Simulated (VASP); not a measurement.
SnTe2: single point with PBE-based screened hybrid with 20 % exact exchange

The system is SnTe2.

```
Sn Te
1.0
     0.00000    3.70104    3.70104
     3.70104    0.00000    3.70104
     3.70104    3.70104    0.00000
Sn Te
1 2
Direct
  0.00000 0.00000 0.00000
  0.25000 0.25000 0.25000
  0.75000 0.75000 0.75000
```

* Program: VASP 6.6.1
* Task: single point
* Functional: PBE-based screened hybrid with 20 % exact exchange
* Potentials or basis: VASP PAW PBE potentials, release 64 (Sn_d, Te)
* Cutoff: 400 eV
* k mesh: 4 × 4 × 4
* Occupations: fermi-dirac, width 0.02 eV
* Spin: no spin polarisation

```yaml
Pressure: -0.5 GPa
Band_gap_on_the_k_mesh: zero (bands 13 and 14 overlap by 2.47 eV)
```

Levels at points of the mesh, in eV from the Fermi level:
```csv
k point,band 11,band 12,band 13,band 14,band 15,band 16
"(0.00, 0.00, 0.00)",-3.13,-1.65,-1.65,-1.65,2.01,2.01
"(0.50, 0.00, 0.00)",-2.83,-2.23,-2.23,0.81,3.77,3.77
"(0.50, 0.50, 0.00)",-1.95,0.51,0.51,1.35,2.57,4.78
```

Run time: 29 min on 1 thread of Oxide Virtual Turin-like Processor, on a shared host, peak memory 0.29 GiB.

Caveat: the k points lie up to 0.37 Å⁻¹ apart, too coarse for converged energies and pressures of a metal; the structure was generated, so it needn't be the stable form of SnTe2; the PAW data sets were made with another functional, which shifts forces and pressure a little; spin-orbit coupling is left out, which moves the levels of the heavy elements.
